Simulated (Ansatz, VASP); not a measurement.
# Ti in VASP and in Ansatz

```
CELL_PARAMETERS angstrom
-1.54389 1.54389 1.54389
1.54389 -1.54389 1.54389
1.54389 1.54389 -1.54389
ATOMIC_POSITIONS crystal
Ti 0.00000 0.00000 0.00000
```

Change from the starting cell: volume scaled by 0.85, LAPW.

Alike in both runs: task single point; functional PBE; k mesh 16 × 16 × 16; occupations fermi-dirac, width 0.1 eV; no spin polarisation.

|  | VASP | Ansatz |
| --- | --- | --- |
| version | VASP 6.6.1 | Ansatz 0.2.0 |
| potentials or method | VASP PAW PBE potentials, release 64 (Ti_sv), cutoff 520 eV | all-electron LAPW, scalar-relativistic |

VASP gave:

```
pressure (GPa) : 21.8
```

Q: What did Ansatz give for the same quantities?

A: Pressure (GPa): 22.3.

Ansatz ran all-electron here, and VASP with PAW potentials.
